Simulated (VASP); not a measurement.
# Rh (P6_3/mmc) in VASP: further runs

Rh is run at these levels: PBEsol; tasks: single point, relaxation of cell and atoms.

Program: VASP 6.6.1. These are calculated values, not measurements. Logs are shortened: lines on timing, memory, paths and dates and some standing lists are left out, and cuts for length are marked.

### 1 The cell of the first run

Symmetry: P6_3/mmc, No. 194, hexagonal system. The conventional cell has a = 2.681 Å, b = 2.681 Å, c = 4.353 Å, α = 90.00°, β = 90.00°, γ = 120.00°. Rh (site symmetry -6m2) has 12 Rh at 2.67 to 2.68 Å within 3.5 Å.

This isn't the form of Rh at room conditions, which is fcc.

### 2 Single point, PBEsol

File INCAR:

```
PREC = Accurate ; ENCUT = 500
EDIFF = 1E-6 ; ISMEAR = 0
SIGMA = 0.05 ; LREAL = False
LASPH = True ; NELM = 120
ALGO = Normal ; ISIF = 2
LWAVE = False ; LCHARG = False
GGA = PS ; NBANDS = 22
GGA_COMPAT = False
```

File KPOINTS:

```
Automatic mesh
0
Gamma
  10 10 5
```

File POSCAR:

```
Rh
1.0
    2.6812414163      0.0000000000      0.0000000000
   -1.3406207082      2.3220231802      0.0000000000
    0.0000000000      0.0000000000      4.3531302127
Rh
2
Direct
    0.6666666667      0.3333333333      0.7500000000
    0.3333333333      0.6666666667      0.2500000000
```

Potentials or basis: VASP PAW PBE potentials, release 64 (Rh_pv).

Command:

```
cat potpaw_PBE.64/Rh_pv/POTCAR > POTCAR
mpirun -np 1 vasp_std > vasp.out
```

OUTCAR:

```text
PREC = Accurate
   ENCUT = 500
   EDIFF = 1E-6
   ISMEAR = 0
   LREAL = False
   LASPH = True
   NELM = 120
   ISIF = 2
   GGA = PS

 ion  position               nearest neighbor table
   1  0.667  0.333  0.750-   2 2.67   2 2.67   2 2.67   2 2.67   2 2.67   2 2.67
   2  0.333  0.667  0.250-   1 2.67   1 2.67   1 2.67   1 2.67   1 2.67   1 2.67

  LATTYP: Found a hexagonal cell.
 ALAT       =     2.6812414163
 C/A-ratio  =     1.6235502653

  Lattice vectors:

 A1 = (   2.6812414163,   0.0000000000,   0.0000000000)
 A2 = (  -1.3406207082,   2.3220231802,   0.0000000000)
 A3 = (   0.0000000000,   0.0000000000,   4.3531302127)

Analysis of symmetry for initial positions (statically):
=====================================================================
 Subroutine PRICEL returns:
 Original cell was already a primitive cell.

 Routine SETGRP: Setting up the symmetry group for a
 hexagonal supercell.

 Subroutine GETGRP returns: Found 24 space group operations
 (whereof 12 operations were pure point group operations)
 out of a pool of 24 trial point group operations.

The static configuration has the point symmetry D_3d.
 The point group associated with its full space group is D_6h.

Analysis of symmetry for dynamics (positions and initial velocities):
=====================================================================
 Subroutine PRICEL returns:
 Original cell was already a primitive cell.

 Routine SETGRP: Setting up the symmetry group for a
 hexagonal supercell.

 Subroutine GETGRP returns: Found 24 space group operations
 (whereof 12 operations were pure point group operations)
 out of a pool of 24 trial point group operations.

The dynamic configuration has the point symmetry D_3d.
 The point group associated with its full space group is D_6h.

 Subroutine INISYM returns: Found 24 space group operations
 (whereof 12 operations are pure point group operations),
 and found     1 'primitive' translations

----------------------------------------------------------------------------------------

                                     Primitive cell

  volume of cell :      27.1022

  direct lattice vectors                    reciprocal lattice vectors
     2.681241416  0.000000000  0.000000000     0.372961567  0.215329461  0.000000000
    -1.340620708  2.322023180  0.000000000     0.000000000  0.430658922  0.000000000
     0.000000000  0.000000000  4.353130213     0.000000000  0.000000000  0.229719754

  length of vectors
     2.681241416  2.681241416  4.353130213     0.430658922  0.430658922  0.229719754

  position of ions in fractional coordinates (direct lattice)
     0.666666667  0.333333333  0.750000000
     0.333333333  0.666666667  0.250000000

  ion indices of the primitive-cell ions
   primitive index   ion index
                 1           1
                 2           2

----------------------------------------------------------------------------------------

 KPOINTS: Automatic mesh

Automatic generation of k-mesh.
 Grid dimensions read from file:
 generate k-points for:   10   10    5

 Generating k-lattice:

  Cartesian coordinates                     Fractional coordinates (reciprocal lattice)
     0.037296157  0.021532946  0.000000000     0.100000000 -0.000000000  0.000000000
     0.000000000  0.043065892  0.000000000     0.000000000  0.100000000  0.000000000
     0.000000000  0.000000000  0.045943951     0.000000000  0.000000000  0.200000000

  Length of vectors
     0.043065892  0.043065892  0.045943951

  Shift w.r.t. Gamma in fractional coordinates (k-lattice)
     0.000000000  0.000000000  0.000000000

 Subroutine IBZKPT returns following result:
 ===========================================

 Found     42 irreducible k-points:

 Following reciprocal coordinates:
            Coordinates               Weight
  0.000000  0.000000  0.000000      1.000000
  0.100000 -0.000000  0.000000      6.000000
  0.200000 -0.000000  0.000000      6.000000
  0.300000 -0.000000  0.000000      6.000000
  0.400000 -0.000000  0.000000      6.000000
  0.500000 -0.000000  0.000000      3.000000
[... 16 lines left out ...]
  0.300000  0.100000  0.200000     24.000000
  0.400000  0.100000  0.200000     24.000000
 [... further k-points ...]
   k-points           NKPTS =     42   k-points in BZ     NKDIM =     42   number of bands    NBANDS=     22
   number of dos      NEDOS =    301   number of ions     NIONS =      2
   total plane-waves  NPLWV =  12800
   dimension x,y,z NGX =    20 NGY =   20 NGZ =   32
   dimension x,y,z NGXF=    40 NGYF=   40 NGZF=   64
   ions per type =               2
   NGX,Y,Z   is equivalent  to a cutoff of  12.40, 12.40, 12.22 a.u.
   NGXF,Y,Z  is equivalent  to a cutoff of  24.80, 24.80, 24.44 a.u.
 SYSTEM =  unknown system
   PREC   = accura    normal or accurate (medium, high low for compatibility)
   ISTART =      0    job   : 0-new  1-cont  2-samecut
   ICHARG =      2    charge: 1-file 2-atom 10-const
   ISPIN  =      1    spin polarized calculation?
   LNONCOLLINEAR =      F non collinear calculations
   LSORBIT =      F    spin-orbit coupling
   LASPH  =      T    aspherical Exc in radial PAW
   ENCUT  =  500.0 eV  36.75 Ry    6.06 a.u.   4.89  4.89  7.94*2*pi/ulx,y,z
   NELM   =    120;   NELMIN=  2; NELMDL= -5     # of ELM steps
   EDIFF  = 0.1E-05   stopping-criterion for ELM
   LREAL  =      F    real-space projection
   EDIFFG = 0.1E-04   stopping-criterion for IOM
   NSW    =      0    number of steps for IOM
   IBRION =     -1    ionic relax: 0-MD 1-quasi-New 2-CG
   NFREE  =      0    steps in history (QN), initial steepest desc. (CG)
   ISIF   =      2    stress and relaxation
   ISYM   =      2    0-nonsym 1-usesym 2-fastsym
   POTIM  = 0.5000    time-step for ionic-motion
   TEBEG  =    0.0;   TEEND  =   0.0 temperature during run
   PSTRESS=    0.0 pullay stress
   NELECT =      30.0000    total number of electrons
   NUPDOWN=      -1.0000    fix difference up-down
   EMIN   =  10.00;   EMAX   =-10.00  energy-range for DOS
   EFERMI =   0.00;   METHOD = LEGACY
   ISMEAR =     0;   SIGMA  =   0.05  broadening in eV -4-tet -1-fermi 0-gaus
   EFERMI_NEDOS =   21; number of points for ismear=-14 and -15
   IALGO  =     38    algorithm
   IMIX   =      4    mixing-type and parameters
     AMIX     =   0.40;   BMIX     =  1.00
     AMIX_MAG =   1.60;   BMIX_MAG =  1.00
  volume/ion in A,a.u.               =      13.55        91.45
  Fermi-wavevector in a.u.,A,eV,Ry     =   1.693482  3.200217 39.019886  2.867881
  Thomas-Fermi vector in A             =   2.774880
   LORBIT       =      0    0 simple, 1 ext, 2 COOP (PROOUT), +10 PAW based schemes
   GGA     = PS    functional components
   LHFCALC =     F    Hartree Fock is set to
   AEXX    =    0.0000 exact exchange contribution
   IVDW    =     0    specifies the selected vdW correction
   LEPSILON=     F    determine dielectric tensor
   LRPA    =     F    only Hartree local field effects (RPA)
 non-spin polarized calculation
 Gauss-broadening in eV      SIGMA  =   0.05
  energy-cutoff  :      500.00
  volume of cell :       27.10
 maximum number of plane-waves:       702
 NGX is ok and might be reduce to    20
   NGX =  9   NGY =  9   NGZ = 15

 number of electron      30.0000004 magnetization

 Free energy of the ion-electron system (eV)
  ---------------------------------------------------
  ext. energy  EPLUGINS =         0.00000000
  ---------------------------------------------------
  free energy    TOTEN  =       -16.18790977 eV

  energy without entropy =      -16.18520875  energy(sigma->0) =      -16.18655926

 E-fermi :  12.1345     XC(G=0): -14.3096

 val. band max:       12.1090046652   @ k =   0.3000   0.1000   0.4000
 cond. band min:      12.1579008843   @ k =   0.4000  -0.0000   0.0000
 fundamental gap:      0.0488962191
 Fermi energy:        12.1345361339

 k-point     1 :       0.0000    0.0000    0.0000
  band No.  band energies     occupation
      1     -35.0962      2.00000
      2     -34.4250      2.00000
      3     -34.4250      2.00000
      4     -34.3146      2.00000
      5     -34.3146      2.00000
      6     -34.3103      2.00000
[... 14 lines left out ...]
     21      30.1378      0.00000
     22      30.8339      0.00000

 k-point     2 :       0.1000   -0.0000    0.0000
  band No.  band energies     occupation
      1     -35.0719      2.00000
      2     -34.4808      2.00000
      3     -34.4429      2.00000
      4     -34.3723      2.00000
      5     -34.3235      2.00000
      6     -34.3202      2.00000
[... 14 lines left out ...]
     21      30.5396      0.00000
     22      31.0680      0.00000

 k-point     3 :       0.2000   -0.0000    0.0000
  band No.  band energies     occupation
      1     -35.0038      2.00000
      2     -34.6270      2.00000
      3     -34.5201      2.00000
      4     -34.4882      2.00000
      5     -34.3504      2.00000
      6     -34.3483      2.00000
[... 14 lines left out ...]
     21      30.4385      0.00000
     22      30.5414      0.00000

 k-point     4 :       0.3000   -0.0000    0.0000
  band No.  band energies     occupation
      1     -34.9066      2.00000
      2     -34.8079      2.00000
      3     -34.6965      2.00000
      4     -34.5421      2.00000
      5     -34.4005      2.00000
      6     -34.3805      2.00000
[... 14 lines left out ...]
     21      28.0119      0.00000
     22      28.5354      0.00000

 k-point     5 :       0.4000   -0.0000    0.0000
  band No.  band energies     occupation
      1     -34.9540      2.00000
      2     -34.8348      2.00000
      3     -34.8061      2.00000
      4     -34.5844      2.00000
      5     -34.4628      2.00000
      6     -34.4075      2.00000
[... 417 lines left out ...]
 k-point    22 :       0.2000    0.1000    0.2000
  band No.  band energies     occupation
      1     -34.9290      2.00000
      2     -34.6993      2.00000
      3     -34.6577      2.00000
      4     -34.5170      2.00000
      5     -34.4090      2.00000
      6     -34.3880      2.00000
[... 14 lines left out ...]
     21      27.9571      0.00000
     22      29.1344      0.00000

 k-point    23 :       0.3000    0.1000    0.2000
  band No.  band energies     occupation
      1     -34.9483      2.00000
      2     -34.8362      2.00000
      3     -34.7137      2.00000
      4     -34.5750      2.00000
      5     -34.4583      2.00000
      6     -34.4222      2.00000
[... 14 lines left out ...]
     21      26.2299      0.00000
     22      27.4355      0.00000

 k-point    24 :       0.4000    0.1000    0.2000
  band No.  band energies     occupation
      1     -35.0164      2.00000
      2     -34.9114      2.00000
      3     -34.6929      2.00000
      4     -34.5978      2.00000
      5     -34.5014      2.00000
      6     -34.4497      2.00000
[... 14 lines left out ...]
     21      25.0592      0.00000
     22      26.9256      0.00000

 [... further k-points ...]

------------------------ aborting loop because EDIFF is reached ----------------------------------------

  FORCE on cell =-STRESS in cart. coord.  units (eV):
  Direction    XX          YY          ZZ          XY          YZ          ZX
  --------------------------------------------------------------------------------------
  -------------------------------------------------------------------------------------
  Total       -0.0689570     -0.0689570      0.1190530      0.0000000      0.0000000      0.0000000
  in kB       -4.0764774     -4.0764774      7.0379612      0.0000000      0.0000000      0.0000000
  external PRESSURE =      -0.3716645 kB  Pullay stress =       0.0000000 kB

 VOLUME and BASIS-vectors are now :
 -----------------------------------------------------------------------------
  energy-cutoff  :      500.00
  volume of cell :       27.10
      direct lattice vectors                 reciprocal lattice vectors
     2.681241416  0.000000000  0.000000000     0.372961567  0.215329461  0.000000000
    -1.340620708  2.322023180  0.000000000     0.000000000  0.430658922  0.000000000
     0.000000000  0.000000000  4.353130213     0.000000000  0.000000000  0.229719754

 POSITION                                       TOTAL-FORCE (eV/Angst)
 -----------------------------------------------------------------------------------
      1.34062      0.77401      3.26485         0.000000     -0.000000      0.000000
     -0.00000      1.54802      1.08828        -0.000000      0.000000      0.000000
 -----------------------------------------------------------------------------------
    total drift:                               -0.000000      0.000000     -0.000000

  FREE ENERGIE OF THE ION-ELECTRON SYSTEM (eV)
  ---------------------------------------------------
  free  energy   TOTEN  =       -16.1879097690 eV

  energy  without entropy=      -16.1852087462  energy(sigma->0) =      -16.18655926
```

It took 7.2 s on 1 thread of Intel Xeon 6975P-C (Granite Rapids), shared host; peak memory 0.14 GiB.

What came out:

```yaml
Free_energy: -16.1879 eV
Pressure: 0.0 GPa
Band_gap_on_the_k_mesh: zero (bands 15 and 16 overlap by 2.38 eV)
```

Caveat: the PAW data sets were made with another functional, which shifts forces and pressure a little.

### 3 Relaxation of cell and atoms, PBEsol

This run uses another cell than the first one, of 14.30 Å³/atom.

File INCAR:

```
PREC = Accurate
ENCUT = 500
EDIFF = 1E-7
ISMEAR = 0
SIGMA = 0.05
LREAL = F
LASPH = T
NELM = 120
ALGO = Normal
ISIF = 3
LWAVE = F
LCHARG = F
GGA = PS
IBRION = 2
NSW = 80
EDIFFG = -0.02
GGA_COMPAT = F
NELMIN = 4
```

File KPOINTS:

```
regular mesh
0
Gamma
  9 9 5
```

File POSCAR:

```
Rh
1.0
    2.7309790000      0.0000000000      0.0000000000
   -1.3654895000      2.3650971912      0.0000000000
    0.0000000000      0.0000000000      4.4284890000
Rh
2
Direct
    0.6666670000      0.3333330000      0.7500000000
    0.3333330000      0.6666670000      0.2500000000
```

Potentials or basis: VASP PAW PBE potentials, release 64 (Rh_pv).

Command:

```
cat potpaw_PBE.64/Rh_pv/POTCAR > POTCAR
mpirun -np 1 vasp_std > vasp.out
```

Wall time 29 s (1 thread of Intel Xeon 6975P-C (Granite Rapids), shared host); peak memory 0.15 GiB.

It converged, with:

```
Free energy                           : -16.1966 eV
Relaxed volume                        : 13.55 Å³/atom
Relaxed cell                          : a = 2.682 Å, b = 2.682 Å, c = 4.352 Å, α = 90.00°, β = 90.00°, γ = 120.00°
Space group after relaxing (to 0.1 Å) : P6_3/mmc (No. 194)
Energy gained by relaxing             : 34.2 meV/atom
Ionic steps                           : 7
Pressure after relaxing               : -0.1 GPa
Band gap on the k mesh                : zero (bands 15 and 16 overlap by 2.17 eV)
```

Stress tensor (GPa, compression positive):
```
-0.14  0.00  0.00
 0.00 -0.14  0.00
 0.00  0.00  0.01
```

Step by step:
| step | energy change (eV) | largest force (eV/Å) | pressure (GPa) | volume (Å³) |
| --- | --- | --- | --- | --- |
| 1 | 0.0000 | 0.0000 | -13.80 | 28.60 |
| 2 | 0.4077 | 0.0000 | 52.76 | 23.80 |
| 3 | -0.0682 | 0.0000 | -0.74 | 27.17 |
| 4 | -0.0684 | 0.0000 | -0.14 | 27.11 |
| 5 | -0.0684 | 0.0000 | 0.18 | 27.08 |
| 6 | -0.0684 | 0.0000 | -0.38 | 27.13 |
| 7 | -0.0684 | 0.0000 | -0.09 | 27.10 |

Final structure:
```
Rh
1.0
     2.68164    0.00000    0.00000
    -1.34082    2.32237    0.00000
     0.00000    0.00000    4.35227
Rh
2
Direct
  0.66667 0.33333 0.75000
  0.33333 0.66667 0.25000
```

Levels at points of the mesh, in eV from the Fermi level:
| k point | band 12 | band 13 | band 14 | band 15 | band 16 | band 17 | band 18 | band 19 |
| --- | --- | --- | --- | --- | --- | --- | --- | --- |
| (0.00, 0.00, 0.00) | -2.56 | -2.56 | -1.92 | -1.92 | 0.16 | 0.17 | 0.61 | 8.69 |

Caveat: the PAW data sets were made with another functional, which shifts forces and pressure a little.
